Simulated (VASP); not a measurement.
# AlN (Fm-3m) in VASP: settings compared

AlN is run at these levels: PBEsol, HSE06; tasks: single point.

Program: VASP 6.6.1. These are calculated values, not measurements. Logs are shortened: lines on timing, memory, paths and dates and some standing lists are left out, and cuts for length are marked.

## (1) The cell of the first run

It takes space group Fm-3m (No. 225, cubic). The conventional cell has a = 4.149 Å, b = 4.149 Å, c = 4.149 Å, α = 90.00°, β = 90.00°, γ = 90.00°. Within 2.7 Å of Al (site symmetry m-3m) lie 6 N at 2.07 Å. N (site symmetry m-3m) has 6 Al at 2.07 Å within 2.7 Å.

## (2) Single point, PBEsol (volume scaled by 1.06)

Contents of INCAR:

```
PREC = Accurate
ENCUT = 520
EDIFF = 1E-6
ISMEAR = -1
SIGMA = 0.05
LREAL = F
LASPH = T
NELM = 100
ALGO = Normal
ISIF = 2
LWAVE = F
LCHARG = F
GGA = PS
NBANDS = 11
```

Contents of KPOINTS:

```
Automatic mesh
0
Gamma
  11 11 11
```

Contents of POSCAR:

```
AlN
1.0
    0.0000000000      2.0744206402      2.0744206402
    2.0744206402      0.0000000000      2.0744206402
    2.0744206402      2.0744206402      0.0000000000
Al N
1 1
Direct
    0.5000000000      0.5000000000      0.5000000000
    0.0000000000      0.0000000000      0.0000000000
```

Potentials or basis: VASP PAW PBE potentials, release 64 (Al, N).

Command:

```bash
cat potpaw_PBE.64/Al/POTCAR potpaw_PBE.64/N/POTCAR > POTCAR
mpirun -np 1 vasp_std > vasp.out
```

OUTCAR:

```text
PREC = Accurate
   ENCUT = 520
   EDIFF = 1E-6
   ISMEAR = -1
   LREAL = F
   LASPH = T
   NELM = 100
   ISIF = 2
   GGA = PS

 ion  position               nearest neighbor table
   1  0.500  0.500  0.500-   2 2.07   2 2.07   2 2.07   2 2.07   2 2.07   2 2.07
   2  0.000  0.000  0.000-   1 2.07   1 2.07   1 2.07   1 2.07   1 2.07   1 2.07

  LATTYP: Found a face centered cubic cell.
 ALAT       =     4.1488412804

  Lattice vectors:

 A1 = (   0.0000000000,   2.0744206402,   2.0744206402)
 A2 = (   2.0744206402,   0.0000000000,   2.0744206402)
 A3 = (   2.0744206402,   2.0744206402,   0.0000000000)

Analysis of symmetry for initial positions (statically):
=====================================================================
 Subroutine PRICEL returns:
 Original cell was already a primitive cell.

 Routine SETGRP: Setting up the symmetry group for a
 face centered cubic supercell.

 Subroutine GETGRP returns: Found 48 space group operations
 (whereof 48 operations were pure point group operations)
 out of a pool of 48 trial point group operations.

The static configuration has the point symmetry O_h .

Analysis of symmetry for dynamics (positions and initial velocities):
=====================================================================
 Subroutine PRICEL returns:
 Original cell was already a primitive cell.

 Routine SETGRP: Setting up the symmetry group for a
 face centered cubic supercell.

 Subroutine GETGRP returns: Found 48 space group operations
 (whereof 48 operations were pure point group operations)
 out of a pool of 48 trial point group operations.

The dynamic configuration has the point symmetry O_h .

 Subroutine INISYM returns: Found 48 space group operations
 (whereof 48 operations are pure point group operations),
 and found     1 'primitive' translations

----------------------------------------------------------------------------------------

                                     Primitive cell

  volume of cell :      17.8534

  direct lattice vectors                    reciprocal lattice vectors
     0.000000000  2.074420640  2.074420640    -0.241031154  0.241031154  0.241031154
     2.074420640  0.000000000  2.074420640     0.241031154 -0.241031154  0.241031154
     2.074420640  2.074420640  0.000000000     0.241031154  0.241031154 -0.241031154

  length of vectors
     2.933673803  2.933673803  2.933673803     0.417478204  0.417478204  0.417478204

  position of ions in fractional coordinates (direct lattice)
     0.500000000  0.500000000  0.500000000
     0.000000000  0.000000000  0.000000000

  ion indices of the primitive-cell ions
   primitive index   ion index
                 1           1
                 2           2

----------------------------------------------------------------------------------------

 KPOINTS: Automatic mesh

Automatic generation of k-mesh.
 Grid dimensions read from file:
 generate k-points for:   11   11   11

 Generating k-lattice:

  Cartesian coordinates                     Fractional coordinates (reciprocal lattice)
    -0.021911923  0.021911923  0.021911923     0.090909091  0.000000000  0.000000000
     0.021911923 -0.021911923  0.021911923     0.000000000  0.090909091  0.000000000
     0.021911923  0.021911923 -0.021911923     0.000000000  0.000000000  0.090909091

  Length of vectors
     0.037952564  0.037952564  0.037952564

  Shift w.r.t. Gamma in fractional coordinates (k-lattice)
     0.000000000  0.000000000  0.000000000

 Subroutine IBZKPT returns following result:
 ===========================================

 Found     56 irreducible k-points:

 Following reciprocal coordinates:
            Coordinates               Weight
  0.000000  0.000000  0.000000      1.000000
  0.090909  0.000000  0.000000      8.000000
  0.181818  0.000000  0.000000      8.000000
  0.272727  0.000000  0.000000      8.000000
  0.363636  0.000000  0.000000      8.000000
  0.454545  0.000000  0.000000      8.000000
[... 16 lines left out ...]
 -0.272727  0.181818  0.000000     24.000000
 -0.181818  0.181818  0.000000     12.000000
 [... further k-points ...]
   k-points           NKPTS =     56   k-points in BZ     NKDIM =     56   number of bands    NBANDS=     11
   number of dos      NEDOS =    301   number of ions     NIONS =      2
   total plane-waves  NPLWV =  13824
   dimension x,y,z NGX =    24 NGY =   24 NGZ =   24
   dimension x,y,z NGXF=    48 NGYF=   48 NGZF=   48
   ions per type =               1   1
   NGX,Y,Z   is equivalent  to a cutoff of  13.60, 13.60, 13.60 a.u.
   NGXF,Y,Z  is equivalent  to a cutoff of  27.20, 27.20, 27.20 a.u.
 SYSTEM =  unknown system
   PREC   = accura    normal or accurate (medium, high low for compatibility)
   ISTART =      0    job   : 0-new  1-cont  2-samecut
   ICHARG =      2    charge: 1-file 2-atom 10-const
   ISPIN  =      1    spin polarized calculation?
   LNONCOLLINEAR =      F non collinear calculations
   LSORBIT =      F    spin-orbit coupling
   LASPH  =      T    aspherical Exc in radial PAW
   ENCUT  =  520.0 eV  38.22 Ry    6.18 a.u.   5.45  5.45  5.45*2*pi/ulx,y,z
   NELM   =    100;   NELMIN=  2; NELMDL= -5     # of ELM steps
   EDIFF  = 0.1E-05   stopping-criterion for ELM
   LREAL  =      F    real-space projection
   EDIFFG = 0.1E-04   stopping-criterion for IOM
   NSW    =      0    number of steps for IOM
   IBRION =     -1    ionic relax: 0-MD 1-quasi-New 2-CG
   NFREE  =      0    steps in history (QN), initial steepest desc. (CG)
   ISIF   =      2    stress and relaxation
   ISYM   =      2    0-nonsym 1-usesym 2-fastsym
   POTIM  = 0.5000    time-step for ionic-motion
   TEBEG  =    0.0;   TEEND  =   0.0 temperature during run
   PSTRESS=    0.0 pullay stress
   NELECT =       8.0000    total number of electrons
   NUPDOWN=      -1.0000    fix difference up-down
   EMIN   =  10.00;   EMAX   =-10.00  energy-range for DOS
   EFERMI =   0.00;   METHOD = LEGACY
   ISMEAR =    -1;   SIGMA  =   0.05  broadening in eV -4-tet -1-fermi 0-gaus
   EFERMI_NEDOS =   21; number of points for ismear=-14 and -15
   IALGO  =     38    algorithm
   IMIX   =      4    mixing-type and parameters
     AMIX     =   0.40;   BMIX     =  1.00
     AMIX_MAG =   1.60;   BMIX_MAG =  1.00
  volume/ion in A,a.u.               =       8.93        60.24
  Fermi-wavevector in a.u.,A,eV,Ry     =   1.252751  2.367356 21.352771  1.569384
  Thomas-Fermi vector in A             =   2.386636
   LORBIT       =      0    0 simple, 1 ext, 2 COOP (PROOUT), +10 PAW based schemes
   GGA     = PS    functional components
   LHFCALC =     F    Hartree Fock is set to
   AEXX    =    0.0000 exact exchange contribution
   IVDW    =     0    specifies the selected vdW correction
   LEPSILON=     F    determine dielectric tensor
   LRPA    =     F    only Hartree local field effects (RPA)
 non-spin polarized calculation
  energy-cutoff  :      520.00
  volume of cell :       17.85
 maximum number of plane-waves:       531
 NGX is ok and might be reduce to    24
   NGX = 11   NGY = 11   NGZ = 11

 number of electron       8.0000002 magnetization

 Free energy of the ion-electron system (eV)
  ---------------------------------------------------
  ext. energy  EPLUGINS =         0.00000000
  ---------------------------------------------------
  free energy    TOTEN  =       -15.37477592 eV

  energy without entropy =      -15.37477592  energy(sigma->0) =      -15.37477592

 E-fermi :   9.8737     XC(G=0): -12.0932

 val. band max:        8.9150270784   @ k =   0.0000   0.0000   0.0000
 cond. band min:      12.8852963461   @ k =   0.4545   0.4545   0.0000
 fundamental gap:      3.9702692677
 Fermi energy:         9.8736707652

 k-point     1 :       0.0000    0.0000    0.0000
  band No.  band energies     occupation
      1      -7.9517      2.00000
      2       8.9150      2.00000
      3       8.9150      2.00000
      4       8.9150      2.00000
      5      13.5165      0.00000
      6      20.6945      0.00000
      7      20.6945      0.00000
      8      20.6945      0.00000
      9      25.5676      0.00000
     10      26.0440      0.00000
     11      26.0440      0.00000

 k-point     2 :       0.0909    0.0000    0.0000
  band No.  band energies     occupation
      1      -7.7928      2.00000
      2       8.0474      2.00000
      3       8.8251      2.00000
      4       8.8251      2.00000
      5      14.1012      0.00000
      6      19.8924      0.00000
      7      20.9165      0.00000
      8      20.9165      0.00000
      9      24.3923      0.00000
     10      24.3923      0.00000
     11      26.0221      0.00000

 k-point     3 :       0.1818    0.0000    0.0000
  band No.  band energies     occupation
      1      -7.3296      2.00000
      2       6.2299      2.00000
      3       8.5985      2.00000
      4       8.5985      2.00000
      5      14.9064      0.00000
      6      19.1337      0.00000
      7      21.0494      0.00000
      8      21.0494      0.00000
      9      23.6914      0.00000
     10      23.6914      0.00000
     11      25.4240      0.00000

 k-point     4 :       0.2727    0.0000    0.0000
  band No.  band energies     occupation
      1      -6.6081      2.00000
      2       4.2161      2.00000
      3       8.3289      2.00000
      4       8.3289      2.00000
      5      14.9992      0.00000
      6      19.5084      0.00000
      7      20.3702      0.00000
      8      20.3702      0.00000
      9      24.7225      0.00000
     10      24.7555      0.00000
     11      24.7555      0.00000

 k-point     5 :       0.3636    0.0000    0.0000
  band No.  band energies     occupation
      1      -5.7492      2.00000
      2       2.3965      2.00000
      3       8.1033      2.00000
      4       8.1033      2.00000
      5      14.7127      0.00000
      6      19.6541      0.00000
      7      19.6541      0.00000
      8      20.3930      0.00000
      9      24.2355      0.00000
     10      26.6022      0.00000
     11      26.6022      0.00000
[... 211 lines left out ...]
 k-point    21 :      -0.4545    0.1818    0.0000
  band No.  band energies     occupation
      1      -4.6295      2.00000
      2       1.6461      2.00000
      3       5.9366      2.00000
      4       7.4631      2.00000
      5      15.6725      0.00000
      6      17.6309      0.00000
      7      20.5125      0.00000
      8      20.6400      0.00000
      9      25.4846      0.00000
     10      28.2587      0.00000
     11      28.8141      0.00000

 k-point    22 :      -0.3636    0.1818    0.0000
  band No.  band energies     occupation
      1      -4.8756      2.00000
      2       2.0445      2.00000
      3       5.7430      2.00000
      4       7.7386      2.00000
      5      16.0828      0.00000
      6      17.7618      0.00000
      7      20.2681      0.00000
      8      20.3599      0.00000
      9      26.6189      0.00000
     10      26.6758      0.00000
     11      28.0917      0.00000

 k-point    23 :      -0.2727    0.1818    0.0000
  band No.  band energies     occupation
      1      -5.5980      2.00000
      2       3.2462      2.00000
      3       5.8989      2.00000
      4       8.1025      2.00000
      5      16.5709      0.00000
      6      18.2672      0.00000
      7      19.2289      0.00000
      8      20.3627      0.00000
      9      24.5213      0.00000
     10      27.3355      0.00000
     11      28.0506      0.00000

 k-point    24 :      -0.1818    0.1818    0.0000
  band No.  band energies     occupation
      1      -6.3745      2.00000
      2       4.5508      2.00000
      3       6.5900      2.00000
      4       8.4488      2.00000
      5      16.4879      0.00000
      6      18.3963      0.00000
      7      19.2722      0.00000
      8      20.7542      0.00000
      9      22.9449      0.00000
     10      26.6886      0.00000
     11      27.7888      0.00000

 [... further k-points ...]
[... 5 lines left out ...]
  --------------------------------------------------------------------------------------
  -------------------------------------------------------------------------------------
  Total       -1.9198769     -1.9198769     -1.9198769      0.0000000      0.0000000      0.0000000
  in kB     -172.2913588   -172.2913588   -172.2913588      0.0000000      0.0000000      0.0000000
  external PRESSURE =    -172.2913588 kB  Pullay stress =       0.0000000 kB

 VOLUME and BASIS-vectors are now :
 -----------------------------------------------------------------------------
  energy-cutoff  :      520.00
  volume of cell :       17.85
      direct lattice vectors                 reciprocal lattice vectors
     0.000000000  2.074420640  2.074420640    -0.241031154  0.241031154  0.241031154
     2.074420640  0.000000000  2.074420640     0.241031154 -0.241031154  0.241031154
     2.074420640  2.074420640  0.000000000     0.241031154  0.241031154 -0.241031154

 POSITION                                       TOTAL-FORCE (eV/Angst)
 -----------------------------------------------------------------------------------
      2.07442      2.07442      2.07442        -0.000000      0.000000      0.000000
      0.00000      0.00000      0.00000         0.000000     -0.000000     -0.000000
 -----------------------------------------------------------------------------------
    total drift:                                0.000000     -0.000000     -0.000000

  FREE ENERGIE OF THE ION-ELECTRON SYSTEM (eV)
  ---------------------------------------------------
  free  energy   TOTEN  =       -15.3747759240 eV

  energy  without entropy=      -15.3747759239  energy(sigma->0) =      -15.37477592
```

Run time: 3.8 s. Hardware: 1 thread of Intel Xeon 6975P-C (Granite Rapids), shared host; peak memory 0.13 GiB.

Results:

```
Free energy            : -15.3748 eV
Pressure               : -17.2 GPa
Band gap on the k mesh : 3.97 eV, indirect (least direct gap 4.60 eV)
```

Caveat: the cell differs from its parent crystal (volume scaled by 1.06); the PAW data sets were made with another functional, which shifts forces and pressure a little. A k mesh can miss the band edges.

## (3) Single point, HSE06

This run uses another cell than the first one, of 8.42 Å³/atom, 0.943 times its volume.

Contents of POSCAR:

```
AlN
1.0
    0.0000000000      2.0345180000      2.0345180000
    2.0345180000      0.0000000000      2.0345180000
    2.0345180000      2.0345180000      0.0000000000
Al N
1 1
Direct
    0.5000000000      0.5000000000      0.5000000000
    0.0000000000      0.0000000000      0.0000000000
```

Contents of INCAR.step1:

```
SYSTEM = AlN
PREC = Accurate
ENCUT = 520
EDIFF = 1E-5
ISMEAR = -1
SIGMA = 0.05
LREAL = .False.
LASPH = .True.
NELM = 60
ALGO = Normal
ISIF = 2
LWAVE = .True.
LCHARG = .False.
GGA = PE
NBANDS = 11
```

Contents of INCAR.step2:

```
SYSTEM = AlN
PREC = Accurate
ENCUT = 520
EDIFF = 1E-6
ISMEAR = -1
SIGMA = 0.05
LREAL = .False.
LASPH = .True.
NELM = 60
ALGO = Normal
ISIF = 2
LWAVE = .False.
LCHARG = .False.
GGA = PE
LHFCALC = .True.
HFSCREEN = 0.2079
PRECFOCK = Normal
ISTART = 1
NBANDS = 11
```

Contents of KPOINTS:

```
regular mesh
0
Gamma
  6 6 6
  0 0 0
```

Potentials or basis: VASP PAW PBE potentials, release 64 (Al, N).

Command:

```bash
cat potpaw_PBE.64/Al/POTCAR potpaw_PBE.64/N/POTCAR > POTCAR
cp INCAR.step1 INCAR
mpirun -np 1 vasp_std > vasp.out
cp INCAR.step2 INCAR
mpirun -np 1 vasp_std > vasp.out
```

Run time: 2.7 min. Hardware: 1 thread of Intel Xeon 6975P-C (Granite Rapids), shared host; peak memory 0.23 GiB.

The run converged. Its results:

```yaml
Free_energy: -17.1192 eV
Pressure: -7.5 GPa
Band_gap_on_the_k_mesh: 5.77 eV, indirect (least direct gap 6.90 eV)
```

Levels at points of the mesh, in eV from the valence-band top:
| k point | band 1 | band 2 | band 3 | band 4 | band 5 | band 6 | band 7 | band 8 |
| --- | --- | --- | --- | --- | --- | --- | --- | --- |
| (0.00, 0.00, 0.00) | -19.04 | 0.00 | 0.00 | 0.00 | 6.90 | 13.73 | 13.73 | 13.73 |
| (0.50, 0.00, 0.00) | -15.65 | -8.87 | -1.12 | -1.12 | 7.40 | 12.42 | 12.42 | 15.21 |
| (0.50, 0.50, 0.00) | -14.62 | -7.88 | -3.00 | -3.00 | 5.77 | 6.63 | 15.99 | 19.16 |

Caveat: the k points lie up to 0.45 Å⁻¹ apart; the PAW data sets were made with another functional, which shifts forces and pressure a little. A k mesh can miss the band edges.
